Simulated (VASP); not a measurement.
Wanted: the native input for a VASP 6.6.1 run.

```yaml
Task: single point
Functional: PBE
Potentials_or_basis: VASP PAW PBE potentials, release 64 (Rh_pv)
Cutoff: 500 eV
k_mesh: 21 × 21 × 12
Occupations: gaussian, width 0.15 eV
Spin: collinear spin, ferromagnetic start
Starting_moments: "[0.75, 0.75] μB"
Fixed_moment: 1.5 μB
Dipole_correction: no
Further_INCAR_settings: ALGO = Normal; EDIFF = 1e-06; NBANDS = 26
```

The structure of Rh lies in POSCAR:

```
Rh
1.0
    2.5504655491      0.0000000000      0.0000000000
   -1.2752327746      2.2087679570      0.0000000000
    0.0000000000      0.0000000000      4.1044582456
Rh
2
Direct
    0.6666666667      0.3333333333      0.7500000000
    0.3333333333      0.6666666667      0.2500000000
```

This isn't the form of Rh at room conditions, which is fcc.

The input as run:

INCAR

```
SYSTEM = Rh
ALGO = Normal
EDIFF = 1E-6
ENCUT = 500
GGA = PE
GGA_COMPAT = .FALSE.
ISIF = 2
ISMEAR = 0
ISPIN = 2
LASPH = .TRUE.
LCHARG = .TRUE.
LELF = .TRUE.
LMAXMIX = 4
LORBIT = 11
LREAL = .FALSE.
LVHAR = .TRUE.
LWAVE = .FALSE.
MAGMOM = 0.75 0.75
NBANDS = 26
NELM = 200
NUPDOWN = 1.5
PREC = Accurate
SIGMA = 0.15
```

KPOINTS

```
k-points
0
G
  21 21 12
  0 0 0
```

Potentials or basis: VASP PAW PBE potentials, release 64 (Rh_pv).

Run with:

```sh
$ cat potpaw_PBE.64/Rh_pv/POTCAR > POTCAR
$ mpirun -np 1 vasp_std > vasp.out
```

Results of the run:

* Pressure: 89.6 GPa
* Net moment: 1.50 μB per cell
* Site moments: Rh +0.74 μB
* Valence electrons inside the program's atomic spheres: Rh 14.19

Caveat: the cell stands under pressure; the total moment is fixed, so each spin has its own Fermi level.

Run time: 2.3 min on 1 thread of Intel(R) Xeon(R) 6975P-C (Granite Rapids), with other jobs on the host, peak memory 0.34 GiB.
